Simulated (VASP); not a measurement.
Runs of VASP 6.6.1 on MgO. The structure is that of space group Fm-3m (No. 225), or close to it. The cells are those of the table. 

```csv
level,cell,k mesh,smearing,grid for exact exchange (PRECFOCK),screening parameter,gap on the mesh (eV),pressure (GPa)
PBE,"a = 2.973, b = 2.973, c = 2.953 Å, angles 60.2, 60.2, 60.4°, 2 atoms",10 × 10 × 10,fermi-dirac 0.02 eV,-,-,4.73,(b)
HSE06,"a = 2.982 Å, angles 60.0°, 2 atoms",8 × 8 × 8,gaussian 0.01 eV,Normal,0.2079 1/Å,6.39,-2.2
PBE,"a = 2.982 Å, angles 60.0°, 2 atoms",10 × 10 × 10,fermi-dirac 0.02 eV,-,-,4.69,(a)
PBE,"a = 2.924 Å, angles 61.1°, 2 atoms",10 × 10 × 10,fermi-dirac 0.02 eV,-,-,4.89,9.4
r2SCAN,"a = 2.982 Å, angles 60.0°, 2 atoms",10 × 10 × 10,gaussian 0.01 eV,-,-,5.56,-2.7
```

Alike in all rows: task single point; potentials or basis VASP PAW PBE potentials, release 64 (Mg, O); no spin polarisation; cutoff (eV) 520.

Problem. Fill in the values left out.

Solution. (a) 3.3; (b) 4.9.

Caveats: the PAW data sets were made with another functional, which shifts forces and pressure a little (some runs).

